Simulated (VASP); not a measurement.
Set up this calculation in VASP 6.6.1, as the native input.

| Item | Value |
| --- | --- |
| Task | single point |
| Functional | LDA |
| Potentials or basis | VASP PAW LDA potentials, release 64 (Sr_sv, Cl) |
| Cutoff | 500 eV |
| k mesh | 4 × 4 × 4 |
| Occupations | gaussian, width 0.01 eV |
| Spin | no spin polarisation |
| Dipole correction | no |
| Further INCAR settings | ALGO = Normal; EDIFF = 1e-06; NBANDS = 19 |

The structure of SrCl2 lies in POSCAR:

```
SrCl2
1.0
    0.0000000000      3.4977180853      3.4977180853
    3.4977180853      0.0000000000      3.4977180853
    3.4977180853      3.4977180853      0.0000000000
Sr Cl
1 2
Direct
    0.0000000000      0.0000000000      0.0000000000
    0.2500000000      0.2500000000      0.2500000000
    0.7500000000      0.7500000000      0.7500000000
```

The input as run:

INCAR

```
PREC = Accurate
ENCUT = 500
EDIFF = 1E-6
ISMEAR = 0
SIGMA = 0.01
LREAL = F
LASPH = T
NELM = 120
ALGO = Normal
ISIF = 2
LWAVE = F
LCHARG = T
GGA = CA
LELF = T
LVHAR = T
NBANDS = 19
GGA_COMPAT = F
```

KPOINTS

```
Automatic mesh
0
Gamma
  4 4 4
```

Potentials or basis: VASP PAW LDA potentials, release 64 (Sr_sv, Cl).

Launch:

```sh
$ cat potpaw_LDA.64/Sr_sv/POTCAR potpaw_LDA.64/Cl/POTCAR > POTCAR
$ mpirun -np 1 vasp_std > vasp.out
```

Results of the run:

| Property | Result |
| --- | --- |
| Pressure | -3.0 GPa |
| Band gap on the k mesh | 4.86 eV, indirect (least direct gap 5.15 eV) |

Run time: 12 s on 1 thread of Intel(R) Xeon(R) Platinum 8259CL CPU @ 2.50GHz (Skylake/Cascade Lake), on a shared host, peak memory 0.17 GiB.
